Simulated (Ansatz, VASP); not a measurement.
**One calculation of Te2Mo, two programs**

The input INCAR:

```
PREC = Accurate
ENCUT = 520
EDIFF = 1E-6
ISMEAR = 0
SIGMA = 0.05
LREAL = False
LASPH = True
NELM = 60
ALGO = Normal
ISIF = 2
LWAVE = False
LCHARG = False
NBANDS = 20
```

File KPOINTS:

```
regular mesh
0
Gamma
  12 12 2
```

The input POSCAR:

```
Te2Mo
1.0
    3.8450514391      0.0000000000      0.0000000000
   -1.9225257196      3.3299122251      0.0000000000
    0.0000000000      0.0000000000     17.5240578200
Te Mo
2 1
Direct
    0.3333333333      0.6666666667      0.8978554500
    0.3333333333      0.6666666667      0.1021445500
    0.0000000000      0.0000000000      0.0000000000
```

Input for Ansatz:

```yaml
crystal:
  lattice:
    - [3.8450514391, 0.0, 0.0]
    - [-1.9225257196, 3.3299122251, 0.0]
    - [0.0, 0.0, 17.52405782]
  atoms:
    - { symbol: Te, position: [0.3333333333, 0.6666666667, 0.89785545] }
    - { symbol: Te, position: [0.3333333333, 0.6666666667, 0.10214455] }
    - { symbol: Mo, position: [0.0, 0.0, 0.0] }
basis:
  ecutwfc: 420
kpoints:
  mp_grid: { grid: [12, 12, 2] }
hamiltonian:
  xc: lda
scf:
  occupations: { method: gaussian, width: 0.05 }
output:
  forces: true
  stress: true
  eigenvalues: true
```

Change from the starting cell: strain +0.080 along x and y, +0.000 along z, atoms carried along.

Alike in both runs: task single point; functional LDA; k mesh 12 × 12 × 2; occupations gaussian, width 0.05 eV; no spin polarisation.

```csv
,VASP,Ansatz
version,VASP 6.6.1,Ansatz 0.2.0
potentials or method,"VASP PAW LDA potentials, release 64 (Te, Mo_sv), cutoff 520 eV","scalar-relativistic, plane waves, PAW"
valence electrons in the cell,26,46
```

VASP gave:

- gap on the k mesh at the Fermi level (eV): 0.55
- least direct gap on the mesh (eV): 0.66
- rms of the force components (eV/Å): 0.654

Task: Which values does Ansatz return?

Result: gap on the k mesh at the Fermi level (eV): 0.56; least direct gap on the mesh (eV): 0.66; rms of the force components (eV/Å): 0.672.

LDA's correlation is that of Perdew and Zunger in VASP and of Perdew and Wang (1992) in Ansatz. Atom by atom the forces differ by 0.017 eV/Å (rms over components). VASP's potentials hold 26 valence electrons a cell and Ansatz's 46, so a difference there can come from the potentials and not from the codes.

Spin-orbit coupling is off throughout.
